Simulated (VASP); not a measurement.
Set up this calculation in VASP 6.6.1, as the native input.

- Task: single point
- Functional: PBE
- Potentials or basis: VASP PAW PBE potentials, release 64 (Pb_d, S)
- Cutoff: 520 eV
- k mesh: 8 × 8 × 8
- Occupations: gaussian, width 0.02 eV
- Spin: collinear spin
- Starting moments: [0.5, 0.0] μB
- Dipole correction: no
- Further INCAR settings: ALGO = Normal; EDIFF = 1e-06; NBANDS = 21

The structure of PbS lies in POSCAR:

```
PbS
1.0
    0.0000000000      2.9458450378      2.9458450378
    2.9458450378      0.0000000000      2.9458450378
    2.9458450378      2.9458450378      0.0000000000
Pb S
1 1
Direct
    0.0000000000      0.0000000000      0.0000000000
    0.5000000000      0.5000000000      0.5000000000
```

The input as run:

INCAR

```
PREC = Accurate ; ENCUT = 520
EDIFF = 1E-6 ; ISMEAR = 0
SIGMA = 0.02 ; LREAL = F
LASPH = T ; NELM = 150
ALGO = Normal ; ISIF = 2
LWAVE = F ; LCHARG = T
ISPIN = 2 ; MAGMOM = 0.5 0
LORBIT = 11 ; GGA = PE
LELF = T ; LVHAR = T
NBANDS = 21
```

KPOINTS

```
regular mesh
0
Gamma
  8 8 8
```

Potentials or basis: VASP PAW PBE potentials, release 64 (Pb_d, S).

Run with:

```console
$ cat potpaw_PBE.64/Pb_d/POTCAR potpaw_PBE.64/S/POTCAR > POTCAR
$ mpirun -np 1 vasp_std > vasp.out
```

It gave:

```json
{
  "Pressure": "3.5 GPa",
  "Band gap on the k mesh": "0.29 eV",
  "Net moment": "0.00 μB per cell",
  "Valence electrons inside the program's atomic spheres": "Pb 11.85; S 3.70"
}
```

Caveat: the cell stands under pressure; spin-orbit coupling is left out, which moves the levels of the heavy elements.

Wall time 50 s on 1 thread of Intel(R) Xeon(R) Platinum 8259CL CPU @ 2.50GHz (Skylake/Cascade Lake) (shared host), peak memory 0.22 GiB.
